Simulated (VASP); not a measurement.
Write the native input for VASP 6.6.1 that does the following.

* Task: single point
* Functional: r2SCAN
* Potentials or basis: VASP PAW PBE potentials, release 64 (Ag, Nb_sv)
* Cutoff: 520 eV
* k mesh: 6 × 6 × 6
* Occupations: fermi-dirac, width 0.05 eV
* Spin: no spin polarisation
* Dipole correction: no
* Further INCAR settings: ALGO = Normal; EDIFF = 1e-06; NBANDS = 33

Crystal: Nb3Ag.

```
CELL_PARAMETERS angstrom
4.14129 0.00000 0.00000
0.00000 4.14129 0.00000
0.00000 0.00000 4.14129
ATOMIC_POSITIONS crystal
Ag 0.00000 0.00000 0.00000
Nb 0.50000 0.00000 0.50000
Nb 0.00000 0.50000 0.50000
Nb 0.50000 0.50000 0.00000
```

These files were run (other wordings do the same):

POSCAR

```
Nb3Ag
1.0
    4.1412860094      0.0000000000      0.0000000000
    0.0000000000      4.1412860094      0.0000000000
    0.0000000000      0.0000000000      4.1412860094
Ag Nb
1 3
Direct
    0.0000000000      0.0000000000      0.0000000000
    0.5000000000      0.0000000000      0.5000000000
    0.0000000000      0.5000000000      0.5000000000
    0.5000000000      0.5000000000      0.0000000000
```

INCAR.step1

```
SYSTEM = Nb3Ag
  ALGO = Normal
  EDIFF = 1E-4
  ENCUT = 520
  GGA = PE
  ISMEAR = -1
  LASPH = .True.
  LCHARG = .False.
  LREAL = .False.
  LWAVE = .True.
  NBANDS = 33
  NELM = 100
  PREC = Accurate
  SIGMA = 0.05
```

INCAR.step2

```
SYSTEM = Nb3Ag
  ALGO = Normal
  EDIFF = 1E-6
  ENCUT = 520
  ISIF = 2
  ISMEAR = -1
  ISTART = 1
  LASPH = .True.
  LCHARG = .False.
  LMIXTAU = .True.
  LREAL = .False.
  LWAVE = .False.
  METAGGA = R2SCAN
  NBANDS = 33
  NELM = 100
  PREC = Accurate
  SIGMA = 0.05
```

KPOINTS

```
k-points
0
Gamma
  6 6 6
  0 0 0
```

Potentials or basis: VASP PAW PBE potentials, release 64 (Ag, Nb_sv).

Launch:

```bash
$ cat potpaw_PBE.64/Ag/POTCAR potpaw_PBE.64/Nb_sv/POTCAR > POTCAR
$ cp INCAR.step1 INCAR
$ mpirun -np 1 vasp_std > vasp.out
$ cp INCAR.step2 INCAR
$ mpirun -np 1 vasp_std > vasp.out
```

Results of the run:

The pressure is -0.2 GPa and the band gap on the k mesh is zero (band 25 reaches 13.54 eV, above the bottom of band 26 at 10.38 eV).

Caveat: the PAW data sets were made with another functional, which shifts forces and pressure a little.

It took 69 s on 1 thread of AMD EPYC 9R45 96-Core Processor (Zen 5), with other jobs on the host, peak memory 0.17 GiB.
